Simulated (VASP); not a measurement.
# CdSe (Fm-3m) in VASP: a series of runs

The runs below take CdSe through single point, with r2SCAN.

Everything below comes from runs of VASP 6.6.1. Logs are shortened: lines on timing, memory, paths and dates and some standing lists are left out, and cuts for length are marked.

**1. The cell of the first run**

The structure is cubic, space group Fm-3m (No. 225). Conventional cell: a = 5.897 Å, b = 5.897 Å, c = 5.897 Å, α = 90.00°, β = 90.00°, γ = 90.00°. Within 3.9 Å of Cd (site symmetry m-3m) lie 6 Se at 2.95 Å. Within 3.9 Å of Se (site symmetry m-3m) lie 6 Cd at 2.95 Å.

**2. Single point, r2SCAN**

Contents of POSCAR:

```
CdSe
1.0
    0.0000000000      2.9486394311      2.9486394311
    2.9486394311      0.0000000000      2.9486394311
    2.9486394311      2.9486394311      0.0000000000
Cd Se
1 1
Direct
    0.0000000000      0.0000000000      0.0000000000
    0.5000000000      0.5000000000      0.5000000000
```

Contents of INCAR.step1:

```
ALGO = Normal
EDIFF = 1E-5
ENCUT = 550
GGA = PE
GGA_COMPAT = False
ISMEAR = 0
LASPH = True
LCHARG = False
LREAL = False
LWAVE = True
NBANDS = 16
NELM = 120
PREC = Accurate
SIGMA = 0.01
```

Contents of INCAR.step2:

```
ALGO = Normal
EDIFF = 1E-6
ENCUT = 550
GGA_COMPAT = False
ISIF = 2
ISMEAR = 0
ISTART = 1
LASPH = True
LCHARG = True
LELF = True
LMIXTAU = True
LREAL = False
LVHAR = True
LWAVE = False
METAGGA = R2SCAN
NBANDS = 16
NELM = 120
PREC = Accurate
SIGMA = 0.01
```

Contents of KPOINTS:

```
k-points
0
Gamma
  5 5 5
```

Potentials or basis: VASP PAW PBE potentials, release 64 (Cd, Se).

Launch:

```
cat potpaw_PBE.64/Cd/POTCAR potpaw_PBE.64/Se/POTCAR > POTCAR
cp INCAR.step1 INCAR
mpirun -np 1 vasp_std > vasp.out
cp INCAR.step2 INCAR
mpirun -np 1 vasp_std > vasp.out
```

OUTCAR:

```text
EDIFF = 1E-6
   ENCUT = 550
   ISIF = 2
   ISMEAR = 0
   ISTART = 1
   LASPH = True
   LREAL = False
   METAGGA = R2SCAN
   NELM = 120
   PREC = Accurate

 ion  position               nearest neighbor table
   1  0.000  0.000  0.000-   2 2.95   2 2.95   2 2.95   2 2.95   2 2.95   2 2.95
   2  0.500  0.500  0.500-   1 2.95   1 2.95   1 2.95   1 2.95   1 2.95   1 2.95

  LATTYP: Found a face centered cubic cell.
 ALAT       =     5.8972788622

  Lattice vectors:

 A1 = (   0.0000000000,   2.9486394311,   2.9486394311)
 A2 = (   2.9486394311,   0.0000000000,   2.9486394311)
 A3 = (   2.9486394311,   2.9486394311,   0.0000000000)

Analysis of symmetry for initial positions (statically):
=====================================================================
 Subroutine PRICEL returns:
 Original cell was already a primitive cell.

 Routine SETGRP: Setting up the symmetry group for a
 face centered cubic supercell.

 Subroutine GETGRP returns: Found 48 space group operations
 (whereof 48 operations were pure point group operations)
 out of a pool of 48 trial point group operations.

The static configuration has the point symmetry O_h .

Analysis of symmetry for dynamics (positions and initial velocities):
=====================================================================
 Subroutine PRICEL returns:
 Original cell was already a primitive cell.

 Routine SETGRP: Setting up the symmetry group for a
 face centered cubic supercell.

 Subroutine GETGRP returns: Found 48 space group operations
 (whereof 48 operations were pure point group operations)
 out of a pool of 48 trial point group operations.

The dynamic configuration has the point symmetry O_h .

 Subroutine INISYM returns: Found 48 space group operations
 (whereof 48 operations are pure point group operations),
 and found     1 'primitive' translations

----------------------------------------------------------------------------------------

                                     Primitive cell

  volume of cell :      51.2737

  direct lattice vectors                    reciprocal lattice vectors
     0.000000000  2.948639431  2.948639431    -0.169569733  0.169569733  0.169569733
     2.948639431  0.000000000  2.948639431     0.169569733 -0.169569733  0.169569733
     2.948639431  2.948639431  0.000000000     0.169569733  0.169569733 -0.169569733

  length of vectors
     4.170005874  4.170005874  4.170005874     0.293703392  0.293703392  0.293703392

  position of ions in fractional coordinates (direct lattice)
     0.000000000  0.000000000  0.000000000
     0.500000000  0.500000000  0.500000000

  ion indices of the primitive-cell ions
   primitive index   ion index
                 1           1
                 2           2

----------------------------------------------------------------------------------------

 KPOINTS: k-points

Automatic generation of k-mesh.
 Grid dimensions read from file:
 generate k-points for:    5    5    5

 Generating k-lattice:

  Cartesian coordinates                     Fractional coordinates (reciprocal lattice)
    -0.033913947  0.033913947  0.033913947     0.200000000  0.000000000  0.000000000
     0.033913947 -0.033913947  0.033913947     0.000000000  0.200000000  0.000000000
     0.033913947  0.033913947 -0.033913947     0.000000000  0.000000000  0.200000000

  Length of vectors
     0.058740678  0.058740678  0.058740678

  Shift w.r.t. Gamma in fractional coordinates (k-lattice)
     0.000000000  0.000000000  0.000000000

 Subroutine IBZKPT returns following result:
 ===========================================

 Found     10 irreducible k-points:

 Following reciprocal coordinates:
            Coordinates               Weight
  0.000000  0.000000  0.000000      1.000000
  0.200000  0.000000  0.000000      8.000000
  0.400000  0.000000  0.000000      8.000000
  0.200000  0.200000  0.000000      6.000000
  0.400000  0.200000  0.000000     24.000000
 -0.400000  0.200000  0.000000     24.000000
 -0.200000  0.200000  0.000000     12.000000
  0.400000  0.400000  0.000000      6.000000
 -0.400000  0.400000  0.000000     12.000000
 -0.400000  0.400000  0.200000     24.000000
   k-points           NKPTS =     10   k-points in BZ     NKDIM =     10   number of bands    NBANDS=     16
   number of dos      NEDOS =    301   number of ions     NIONS =      2
   total plane-waves  NPLWV =  32768
   dimension x,y,z NGX =    32 NGY =   32 NGZ =   32
   dimension x,y,z NGXF=    64 NGYF=   64 NGZF=   64
   ions per type =               1   1
   NGX,Y,Z   is equivalent  to a cutoff of  12.76, 12.76, 12.76 a.u.
   NGXF,Y,Z  is equivalent  to a cutoff of  25.51, 25.51, 25.51 a.u.
 SYSTEM =  unknown system
   PREC   = accura    normal or accurate (medium, high low for compatibility)
   ISTART =      1    job   : 0-new  1-cont  2-samecut
   ICHARG =      0    charge: 1-file 2-atom 10-const
   ISPIN  =      1    spin polarized calculation?
   LNONCOLLINEAR =      F non collinear calculations
   LSORBIT =      F    spin-orbit coupling
   LASPH  =      T    aspherical Exc in radial PAW
   ENCUT  =  550.0 eV  40.42 Ry    6.36 a.u.   7.97  7.97  7.97*2*pi/ulx,y,z
   NELM   =    120;   NELMIN=  2; NELMDL=  0     # of ELM steps
   EDIFF  = 0.1E-05   stopping-criterion for ELM
   LREAL  =      F    real-space projection
   EDIFFG = 0.1E-04   stopping-criterion for IOM
   NSW    =      0    number of steps for IOM
   IBRION =     -1    ionic relax: 0-MD 1-quasi-New 2-CG
   NFREE  =      0    steps in history (QN), initial steepest desc. (CG)
   ISIF   =      2    stress and relaxation
   ISYM   =      2    0-nonsym 1-usesym 2-fastsym
   POTIM  = 0.5000    time-step for ionic-motion
   TEBEG  =    0.0;   TEEND  =   0.0 temperature during run
   PSTRESS=    0.0 pullay stress
   NELECT =      18.0000    total number of electrons
   NUPDOWN=      -1.0000    fix difference up-down
   EMIN   =  10.00;   EMAX   =-10.00  energy-range for DOS
   EFERMI =   0.00;   METHOD = LEGACY
   ISMEAR =     0;   SIGMA  =   0.01  broadening in eV -4-tet -1-fermi 0-gaus
   EFERMI_NEDOS =   21; number of points for ismear=-14 and -15
   IALGO  =     38    algorithm
   IMIX   =      4    mixing-type and parameters
     AMIX     =   0.40;   BMIX     =  1.00
     AMIX_MAG =   1.60;   BMIX_MAG =  1.00
  volume/ion in A,a.u.               =      25.64       173.01
  Fermi-wavevector in a.u.,A,eV,Ry     =   1.154872  2.182392 18.146502  1.333730
  Thomas-Fermi vector in A             =   2.291505
   LORBIT       =      0    0 simple, 1 ext, 2 COOP (PROOUT), +10 PAW based schemes
   METAGGA = R2SCAN    functional components
   LHFCALC =     F    Hartree Fock is set to
   AEXX    =    0.0000 exact exchange contribution
   IVDW    =     0    specifies the selected vdW correction
   LEPSILON=     F    determine dielectric tensor
   LRPA    =     F    only Hartree local field effects (RPA)
 non-spin polarized calculation
 Gauss-broadening in eV      SIGMA  =   0.01
  energy-cutoff  :      550.00
  volume of cell :       51.27
 maximum number of plane-waves:      1524
   NGX = 15   NGY = 15   NGZ = 15

 number of electron      18.0000004 magnetization

 Free energy of the ion-electron system (eV)
  ---------------------------------------------------
  ext. energy  EPLUGINS =         0.00000000
  ---------------------------------------------------
  free energy    TOTEN  =       -35.57952279 eV

  energy without entropy =      -35.57952279  energy(sigma->0) =      -35.57952279

 E-fermi :   1.4769     XC(G=0): -10.1114

 val. band max:        1.3604905202   @ k =  -0.2000   0.2000   0.0000
 cond. band min:       1.7344078161   @ k =   0.0000   0.0000   0.0000
 fundamental gap:      0.3739172960
 Fermi energy:         1.4768543622

 k-point     1 :       0.0000    0.0000    0.0000
  band No.  band energies     occupation
      1     -11.4705      2.00000
      2      -6.7481      2.00000
      3      -6.7481      2.00000
      4      -6.7386      2.00000
      5      -6.7386      2.00000
      6      -6.7386      2.00000
[... 8 lines left out ...]
     15      11.4784      0.00000
     16      11.4784      0.00000

 k-point     2 :       0.2000    0.0000    0.0000
  band No.  band energies     occupation
      1     -11.2357      2.00000
      2      -6.8076      2.00000
      3      -6.8076      2.00000
      4      -6.7540      2.00000
      5      -6.7040      2.00000
      6      -6.7040      2.00000
[... 8 lines left out ...]
     15      11.5584      0.00000
     16      11.5584      0.00000

 k-point     3 :       0.4000    0.0000    0.0000
  band No.  band energies     occupation
      1     -10.7898      2.00000
      2      -6.9030      2.00000
      3      -6.9030      2.00000
      4      -6.8053      2.00000
      5      -6.6453      2.00000
      6      -6.6453      2.00000
[... 8 lines left out ...]
     15      13.7380      0.00000
     16      13.7380      0.00000

 k-point     4 :       0.2000    0.2000    0.0000
  band No.  band energies     occupation
      1     -11.1878      2.00000
      2      -6.8218      2.00000
      3      -6.7643      2.00000
      4      -6.7281      2.00000
      5      -6.6991      2.00000
      6      -6.6991      2.00000
[... 8 lines left out ...]
     15      13.8871      0.00000
     16      14.0130      0.00000

 k-point     5 :       0.4000    0.2000    0.0000
  band No.  band energies     occupation
      1     -10.8740      2.00000
      2      -6.7935      2.00000
      3      -6.7780      2.00000
      4      -6.7704      2.00000
      5      -6.6432      2.00000
      6      -6.6355      2.00000
[... 8 lines left out ...]
     15      14.5558      0.00000
     16      14.8569      0.00000

 k-point     6 :      -0.4000    0.2000    0.0000
  band No.  band energies     occupation
      1     -10.7142      2.00000
      2      -6.8776      2.00000
      3      -6.7989      2.00000
      4      -6.7401      2.00000
      5      -6.6363      2.00000
      6      -6.5870      2.00000
[... 8 lines left out ...]
     15      13.5793      0.00000
     16      14.0307      0.00000

 k-point     7 :      -0.2000    0.2000    0.0000
  band No.  band energies     occupation
      1     -10.9569      2.00000
      2      -6.8787      2.00000
      3      -6.8179      2.00000
      4      -6.7505      2.00000
      5      -6.6853      2.00000
      6      -6.6339      2.00000
[... 8 lines left out ...]
     15      13.3518      0.00000
     16      14.5272      0.00000

 k-point     8 :       0.4000    0.4000    0.0000
  band No.  band energies     occupation
      1     -10.8496      2.00000
      2      -6.8061      2.00000
      3      -6.6957      2.00000
      4      -6.6151      2.00000
      5      -6.6151      2.00000
      6      -6.3893      2.00000
[... 8 lines left out ...]
     15      15.3354      0.00000
     16      16.8658      0.00000

 k-point     9 :      -0.4000    0.4000    0.0000
  band No.  band energies     occupation
      1     -10.7572      2.00000
      2      -6.7902      2.00000
      3      -6.7583      2.00000
      4      -6.6397      2.00000
      5      -6.6096      2.00000
      6      -6.2958      2.00000
[... 8 lines left out ...]
     15      14.8658      0.00000
     16      16.6267      0.00000

 k-point    10 :      -0.4000    0.4000    0.2000
  band No.  band energies     occupation
      1     -10.7418      2.00000
      2      -6.8230      2.00000
      3      -6.7534      2.00000
      4      -6.7035      2.00000
      5      -6.6149      2.00000
      6      -6.4239      2.00000
[... 8 lines left out ...]
     15      13.7756      0.00000
     16      16.3822      0.00000

------------------------ aborting loop because EDIFF is reached ----------------------------------------

  FORCE on cell =-STRESS in cart. coord.  units (eV):
  Direction    XX          YY          ZZ          XY          YZ          ZX
  --------------------------------------------------------------------------------------
  -------------------------------------------------------------------------------------
  Total       -1.7995723     -1.7995723     -1.7995723      0.0000000     -0.0000000     -0.0000000
  in kB      -56.2321756    -56.2321756    -56.2321756      0.0000000     -0.0000000     -0.0000000
  external PRESSURE =     -56.2321756 kB  Pullay stress =       0.0000000 kB

 VOLUME and BASIS-vectors are now :
 -----------------------------------------------------------------------------
  energy-cutoff  :      550.00
  volume of cell :       51.27
      direct lattice vectors                 reciprocal lattice vectors
     0.000000000  2.948639431  2.948639431    -0.169569733  0.169569733  0.169569733
     2.948639431  0.000000000  2.948639431     0.169569733 -0.169569733  0.169569733
     2.948639431  2.948639431  0.000000000     0.169569733  0.169569733 -0.169569733

 POSITION                                       TOTAL-FORCE (eV/Angst)
 -----------------------------------------------------------------------------------
      0.00000      0.00000      0.00000         0.000000      0.000000      0.000000
      2.94864      2.94864      2.94864        -0.000000     -0.000000     -0.000000
 -----------------------------------------------------------------------------------
    total drift:                                0.000000     -0.000000     -0.000000

  FREE ENERGIE OF THE ION-ELECTRON SYSTEM (eV)
  ---------------------------------------------------
  free  energy   TOTEN  =       -35.5795227891 eV

  energy  without entropy=      -35.5795227891  energy(sigma->0) =      -35.57952279
```

Run time: 20 s. Hardware: 1 thread of Intel Xeon 6975P-C (Granite Rapids), shared host; peak memory 0.18 GiB.

What came out:

```
Free energy            : -35.5795 eV
Pressure               : -5.6 GPa
Band gap on the k mesh : 0.37 eV, indirect (least direct gap 0.86 eV)
```

Caveat: the PAW data sets were made with another functional, which shifts forces and pressure a little.

**3. Single point, r2SCAN**

This run uses another cell than the first one, of 26.59 Å³/atom, 1.037 times its volume.

Contents of POSCAR:

```
CdSe
1.0
    0.0000000000      2.9846019928      2.9846019928
    2.9846019928      0.0000000000      2.9846019928
    2.9846019928      2.9846019928      0.0000000000
Cd Se
1 1
Direct
    0.0000000000      0.0000000000      0.0000000000
    0.5000000000      0.5000000000      0.5000000000
```

Contents of INCAR.step1:

```
PREC = Accurate ; ENCUT = 550
ISMEAR = 0 ; SIGMA = 0.01
LREAL = False ; LASPH = True
NELM = 120 ; NBANDS = 16
GGA = PE ; ALGO = Normal
EDIFF = 1E-5 ; LWAVE = True
LCHARG = False ; GGA_COMPAT = False
```

Contents of INCAR.step2:

```
PREC = Accurate ; ENCUT = 550
EDIFF = 1E-6 ; ISMEAR = 0
SIGMA = 0.01 ; LREAL = False
LASPH = True ; NELM = 120
ALGO = Normal ; ISIF = 2
LWAVE = False ; LCHARG = False
METAGGA = R2SCAN ; LMIXTAU = True
NBANDS = 16 ; ISTART = 1
GGA_COMPAT = False
```

Contents of KPOINTS:

```
regular mesh
0
Gamma
  5 5 5
```

Potentials or basis: VASP PAW PBE potentials, release 64 (Cd, Se).

Launch:

```
cat potpaw_PBE.64/Cd/POTCAR potpaw_PBE.64/Se/POTCAR > POTCAR
cp INCAR.step1 INCAR
mpirun -np 1 vasp_std > vasp.out
cp INCAR.step2 INCAR
mpirun -np 1 vasp_std > vasp.out
```

It took 17 s on 1 thread of Intel Xeon 6975P-C (Granite Rapids), shared host; peak memory 0.19 GiB.

The run converged. Its results:

```
Free energy            : -35.5048 eV
Pressure               : -7.0 GPa
Band gap on the k mesh : 0.24 eV, indirect (least direct gap 0.68 eV)
```

Levels at points of the mesh, in eV from the valence-band top:
```csv
k point,band 6,band 7,band 8,band 9,band 10,band 11,band 12,band 13
"(0.00, 0.00, 0.00)",-8.07,-0.44,-0.44,-0.44,0.24,9.05,9.05,9.05
```

Caveat: the PAW data sets were made with another functional, which shifts forces and pressure a little.
